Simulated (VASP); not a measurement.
Input of a VASP 6.6.1 run:

Contents of INCAR:

```
SYSTEM = ZnS
PREC     = Accurate       ! precision mode
ENCUT    = 520            ! plane-wave cutoff, eV
EDIFF    = 1E-8           ! SCF threshold, eV
ISMEAR   = -1             ! smearing method
SIGMA    = 0.01           ! smearing width, eV
LREAL    = .False.        ! projectors in reciprocal space
LASPH    = .True.         ! aspherical terms in the spheres
NELM     = 60             ! most SCF steps
ALGO     = Normal         ! electronic algorithm
ISIF     = 2              ! what is computed and relaxed
LWAVE    = .False.        ! write WAVECAR
LCHARG   = .False.        ! write CHGCAR
GGA      = PE             ! functional
LEFG     = .True.       
NBANDS   = 16             ! bands
```

The input KPOINTS:

```
regular mesh
0
Gamma
  8 8 8
  0 0 0
```

Contents of POSCAR:

```
ZnS
1.0
    0.0000000000      2.6956042803      2.6956042803
    2.6956042803      0.0000000000      2.6956042803
    2.6956042803      2.6956042803      0.0000000000
Zn S
1 1
Direct
    0.0000000000      0.0000000000      0.0000000000
    0.7500000000      0.7500000000      0.7500000000
```

Potentials or basis: VASP PAW PBE potentials, release 64 (Zn, S).

Run with:

```sh
$ cat potpaw_PBE.64/Zn/POTCAR potpaw_PBE.64/S/POTCAR > POTCAR
$ mpirun -np 1 vasp_std > vasp.out
```

What does it give for the band gap on the k mesh?

2.15 eV, direct.

What does it give for the pressure?

2.3 GPa.

Caveat: without QUAD_EFG the Cq values of the log hold for a quadrupole moment of 1 mb, not for the nuclei.
